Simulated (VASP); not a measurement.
## CdP: relaxation of cell and atoms with PBE

Crystal: CdP.

```xyz
2
Lattice="0.0000 2.9520 2.9520 2.9520 0.0000 2.9520 2.9520 2.9520 0.0000" Properties=species:S:1:pos:R:3 pbc="T T T"
Cd    0.0000    0.0000    0.0000
P     1.4760    1.4760    1.4760
```

| Quantity | Value |
| --- | --- |
| Program | VASP 6.6.1 |
| Task | relaxation of cell and atoms |
| Functional | PBE |
| Potentials or basis | VASP PAW PBE potentials, release 64 (Cd, P) |
| Cutoff | 600 eV |
| k mesh | 16 × 16 × 16 |
| Occupations | gaussian, width 0.1 eV |
| Spin | no spin polarisation |
| Dipole correction | no |
| Further INCAR settings | ALGO = Normal; EDIFF = 1e-07; IBRION = 2; EDIFFG = -0.01; NSW = 100; ISIF = 3 |

The relaxed volume is 25.92 Å³/atom, the relaxed cell is a = 4.185 Å, b = 4.185 Å, c = 4.185 Å, α = 60.00°, β = 60.00°, γ = 60.00° and the space group after relaxing (to 0.1 Å) is F-43m (No. 216). The energy gained by relaxing is 0.2 meV/atom. The ionic steps are 2 and the pressure after relaxing is 0.0 GPa. The band gap on the k mesh is zero (an odd number of electrons rules out a gap without spin polarisation).

Step by step:
```
step  energy change (eV)  largest force (eV/Å)  pressure (GPa)  volume (Å³)
   1              0.0000                0.0000            0.33        51.45
   2             -0.0003                0.0000           -0.04        51.84
```

Final structure:
```
Cd P
1.0
     0.00000    2.95953    2.95953
     2.95953    0.00000    2.95953
     2.95953    2.95953    0.00000
Cd P
1 1
Cartesian
  2.9595 0.0000 2.9595
  1.4798 1.4798 1.4798
```

Levels at points of the mesh, in eV from the Fermi level:
```
           k point  band 6  band 7  band 8  band 9  band 10  band 11  band 12
(0.00, 0.00, 0.00)   -7.69    1.13    1.13    1.13     2.25     5.90     5.90
(0.50, 0.00, 0.00)   -6.96   -4.06    0.21    0.21     3.25     6.46     6.46
(0.50, 0.50, 0.00)   -6.71   -3.71   -1.12   -1.12     3.41     4.02    10.06
```

Wall time 93 s on 1 thread of Intel(R) Xeon(R) 6975P-C (Granite Rapids), on a shared host, peak memory 0.29 GiB.

Caveat: an odd number of electrons without spin polarisation forces a metal; a magnetic or distorted state may lie lower.
